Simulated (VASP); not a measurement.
CdS3:

```
CELL_PARAMETERS angstrom
0.00000 3.65374 3.65374
3.65374 0.00000 3.65374
3.65374 3.65374 0.00000
ATOMIC_POSITIONS crystal
Cd 0.00000 0.00000 0.00000
S 0.25000 0.25000 0.25000
S 0.75000 0.75000 0.75000
S 0.50000 0.50000 0.50000
```

```yaml
Program: VASP 6.6.1
Task: relaxation of cell and atoms
Functional: PBE
Potentials_or_basis: VASP PAW PBE potentials, release 64 (Cd, S)
Cutoff: 500 eV
k_mesh: 4 × 4 × 4
Occupations: gaussian, width 0.1 eV
Spin: no spin polarisation
```

At the start: pressure -10.1 GPa; volume 24.39 Å³/atom.

Q: How do energy, volume and symmetry change on relaxing?

A: Over 4 steps the energy falls by 270.1 meV/atom and the volume is 17.98 Å³/atom (-26.3 %); space group Fm-3m (No. 225, to 0.05 Å).

The path:
| step | energy change (eV) | largest force (eV/Å) | pressure (GPa) | volume (Å³) |
| --- | --- | --- | --- | --- |
| 1 | 0.0000 | 0.0000 | -10.12 | 97.55 |
| 2 | -1.0053 | 0.0000 | -4.15 | 77.38 |
| 3 | -1.0797 | 0.0000 | -0.42 | 72.44 |
| 4 | -1.0803 | 0.0000 | 0.06 | 71.93 |

Final structure:
```
Cd S
1.0
     0.00000    3.30085    3.30085
     3.30085    0.00000    3.30085
     3.30085    3.30085    0.00000
Cd S
1 3
Direct
  0.00000 0.00000 0.00000
  0.25000 0.25000 0.25000
  0.75000 0.75000 0.75000
  0.50000 0.50000 0.50000
```

Caveat: the k points lie up to 0.41 Å⁻¹ apart in the final cell; the volume moved by over 15 % at a fixed basis, so the end points are rough.
